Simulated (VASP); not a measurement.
I, 1 atom in the cell. It takes space group Fmmm (No. 69, orthorhombic). The conventional cell has a = 4.384 Å, b = 4.731 Å, c = 7.820 Å, α = 90.00°, β = 90.00°, γ = 90.00°. Within 4.2 Å of I (site symmetry mmm) lie 4 I at 3.23 Å. 

- Program: VASP 6.6.1
- Task: single point
- Functional: r2SCAN
- Potentials or basis: VASP PAW PBE potentials, release 64 (I)
- Cutoff: 520 eV
- k mesh: 9 × 9 × 9
- Occupations: fermi-dirac, width 0.05 eV
- Spin: no spin polarisation
- Dipole correction: no
- Further INCAR settings: ALGO = Normal; EDIFF = 1e-07; NBANDS = 10

Potentials or basis: VASP PAW PBE potentials, release 64 (I).

Command:

```bash
$ cat potpaw_PBE.64/I/POTCAR > POTCAR
$ cp INCAR.step1 INCAR
$ mpirun -np 1 vasp_std > vasp.out
$ cp INCAR.step2 INCAR
$ mpirun -np 1 vasp_std > vasp.out
```

Hardware: 1 thread of Intel(R) Xeon(R) 6975P-C (Granite Rapids), with other jobs on the host.

Problem. How long does it take, and how much memory?

Solution. Wall time 84 s on 1 thread of Intel(R) Xeon(R) 6975P-C (Granite Rapids) (shared host), peak memory 0.2 GiB. Counts: k points 125.
